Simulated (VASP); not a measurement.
A run of VASP 6.6.1 is set up as follows.

File POSCAR:

```
CaO
1.0
    0.0000000000      2.3232493538      2.3232493538
    2.3232493538      0.0000000000      2.3232493538
    2.3232493538      2.3232493538      0.0000000000
Ca O
1 1
Direct
    0.0000000000      0.0000000000      0.0000000000
    0.5000000000      0.5000000000      0.5000000000
```

Contents of INCAR.step1:

```
SYSTEM = CaO
ALGO = Normal ; EDIFF = 1E-4
ENCUT = 520 ; GGA = PE
ISMEAR = 0 ; LASPH = .TRUE.
LCHARG = .FALSE. ; LREAL = .FALSE.
LWAVE = .TRUE. ; NBANDS = 15
NELM = 80 ; PREC = Accurate
SIGMA = 0.02
```

File INCAR.step2:

```
SYSTEM = CaO
ALGO = Normal ; EDIFF = 1E-6
ENCUT = 520 ; ISIF = 2
ISMEAR = 0 ; ISTART = 1
LASPH = .TRUE. ; LCHARG = .TRUE.
LELF = .TRUE. ; LMIXTAU = .TRUE.
LREAL = .FALSE. ; LVHAR = .TRUE.
LWAVE = .FALSE. ; METAGGA = R2SCAN
NBANDS = 15 ; NELM = 80
PREC = Accurate ; SIGMA = 0.02
```

The input KPOINTS:

```
k-points
0
G
  8 8 8
  0 0 0
```

Potentials or basis: VASP PAW PBE potentials, release 64 (Ca_sv, O).

Launch:

```bash
$ cat potpaw_PBE.64/Ca_sv/POTCAR potpaw_PBE.64/O/POTCAR > POTCAR
$ cp INCAR.step1 INCAR
$ mpirun -np 1 vasp_std > vasp.out
$ cp INCAR.step2 INCAR
$ mpirun -np 1 vasp_std > vasp.out
```

Q: Predict the band gap on the k mesh.

A: 4.13 eV, indirect (least direct gap 4.47 eV).

Q: What does it give for the pressure?

A: 15.1 GPa.

Caveat: the PAW data sets were made with another functional, which shifts forces and pressure a little. A k mesh can miss the band edges.
